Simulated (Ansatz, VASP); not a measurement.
**One calculation of Mg, two programs**

File INCAR:

```
SYSTEM = Mg
ALGO = Normal ; EDIFF = 1E-6
EDIFFG = -0.01 ; ENCUT = 600
GGA = PE ; IBRION = 2
ISIF = 3 ; ISMEAR = 0
LASPH = .TRUE. ; LCHARG = .FALSE.
LREAL = .FALSE. ; LWAVE = .FALSE.
NELM = 100 ; NSW = 60
PREC = Accurate ; SIGMA = 0.2702
```

Contents of KPOINTS:

```
k-points
0
G
  7 7 4
  0 0 0
```

The input POSCAR:

```
Mg
1.0
    2.7751400000      0.0000000000      0.0000000000
   -1.3875700000      2.4033440000      0.0000000000
    0.0000000000      0.0000000000      5.1516560000
Mg
2
Direct
    0.3333300000      0.6666700000      0.2500000000
    0.6666600000      0.3333300000      0.7500000000
```

Input for Ansatz:

```yaml
crystal:
  lattice:
    - [2.77514, 0.0, 0.0]
    - [-1.38757, 2.403344, 0.0]
    - [0.0, 0.0, 5.151656]
  atoms:
    - { symbol: Mg, position: [0.33333, 0.66667, 0.25] }
    - { symbol: Mg, position: [0.66666, 0.33333, 0.75] }
  symmetry: { tolerance: 0.0003 }
kpoints:
  mp_grid: { grid: [7, 7, 4], shift: [0, 0, 0] }
magnetization:
  spin_polarized: false
scf:
  occupations: { method: gaussian, width: 0.2702 }
hamiltonian:
  pseudopotentials: { kind: paw }
  xc: pbe
basis:
  ecutwfc: 420
output:
  forces: true
  stress: true
  eigenvalues: true
relax:
  max_steps: 40
  cell: {}
```

Alike in both runs: task relaxation of cell and atoms; functional PBE; k mesh 7 × 7 × 4; occupations gaussian, width 0.2702 eV; no spin polarisation.

|  | VASP | Ansatz |
| --- | --- | --- |
| version | VASP 6.6.1 | Ansatz 0.2.0 |
| potentials or method | VASP PAW PBE potentials, release 64 (Mg), cutoff 600 eV | PAW plane waves |
| valence electrons in the cell | 4 | 20 |

Ansatz gave:

- gap on the k mesh at the Fermi level, each at its own relaxed structure (eV): none
- relaxed volume (Å³/atom): 23.09
- relaxed cell length with the largest relative difference (Å): 5.358

Task: Which values does VASP return?

Result: gap on the k mesh at the Fermi level, each at its own relaxed structure (eV): none; relaxed volume (Å³/atom): 23.01; relaxed cell length with the largest relative difference (Å): 5.348.

A gap of «none» marks a metal or a gap that the smearing closes. VASP's potentials hold 4 valence electrons a cell and Ansatz's 20, so a difference there can come from the potentials and not from the codes. Ansatz's warnings: structure snapped to symmetry.

The k mesh is coarse, so the values compare programs but aren't converged. Noted on VASP's run: the volume moved by over 15 % at a fixed basis, so the end points are rough.
